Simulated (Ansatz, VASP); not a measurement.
One calculation of Ge, two programs

```
Ge
1.0
     0.00000    2.79047    2.79047
     2.79047    0.00000    2.79047
     2.79047    2.79047    0.00000
Ge
2
Direct
  0.51480 0.48520 0.48520
  0.73520 0.76480 0.76480
```

Change from the starting cell: mode 4 frozen in at -0.084 Å, equal normal strain along x, y and z -0.0167.

Alike in both runs: task single point; functional PBEsol; k mesh 14 × 14 × 14; occupations gaussian, width 0.15 eV; no spin polarisation.

```csv
,VASP,Ansatz
version,VASP 6.6.1,Ansatz 0.2.0
potentials or method,"VASP PAW PBE potentials, release 64 (Ge_d), cutoff 520 eV","scalar-relativistic, plane waves, PAW"
valence electrons in the cell,28,28
```

Ansatz gave:

* gap on the k mesh at the Fermi level (eV): none
* pressure (GPa): 4.8
* traceless stress, the component that is largest in VASP (GPa): -6.50
* rms of the force components (eV/Å): 1.119

Q: Estimate VASP's values.

A: gap on the k mesh at the Fermi level (eV): none; pressure (GPa): 4.4; traceless stress, the component that is largest in VASP (GPa): -6.45; rms of the force components (eV/Å): 1.116.

VASP's potentials were made for PBE, not for PBEsol, and Ansatz warns of the same on its side. Atom by atom the forces differ by 0.003 eV/Å (rms over components). A gap of «none» marks a metal or a gap that the smearing closes. The functional is the same, so the differences come from potentials, cutoffs and numerics.
